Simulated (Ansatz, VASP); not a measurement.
**K in VASP and in Ansatz**

```
CELL_PARAMETERS angstrom
0.00000 4.31631 4.31631
4.31631 0.00000 4.31631
4.31631 4.31631 0.00000
ATOMIC_POSITIONS crystal
K 0.87500 0.87500 0.87500
K 0.12500 0.12500 0.12500
```

Alike in both runs: task relaxation of cell and atoms; functional LDA; k mesh 9 × 9 × 9; occupations fermi-dirac, width 0.08 eV; no spin polarisation.

|  | VASP | Ansatz |
| --- | --- | --- |
| version | VASP 6.6.1 | Ansatz 0.2.0 |
| potentials or method | VASP PAW LDA potentials, release 64 (K_sv) | PAW with Ansatz's default frozen-core files, scalar-relativistic |
| plane-wave cutoff (eV) | 500 | 420 |
| valence electrons in the cell | 18 | 18 |

|  | VASP | Ansatz | Ansatz less VASP |
| --- | --- | --- | --- |
| relaxed volume (Å³/atom) | 96.00 | 95.23 | -0.778 |
| relaxed cell length with the largest relative difference (Å) | 6.476 | 6.458 | -0.0175 |

LDA's correlation is that of Perdew and Zunger in VASP and of Perdew and Wang (1992) in Ansatz.

Noted on VASP's run: the volume moved by over 15 % at a fixed basis, so the end points are rough.
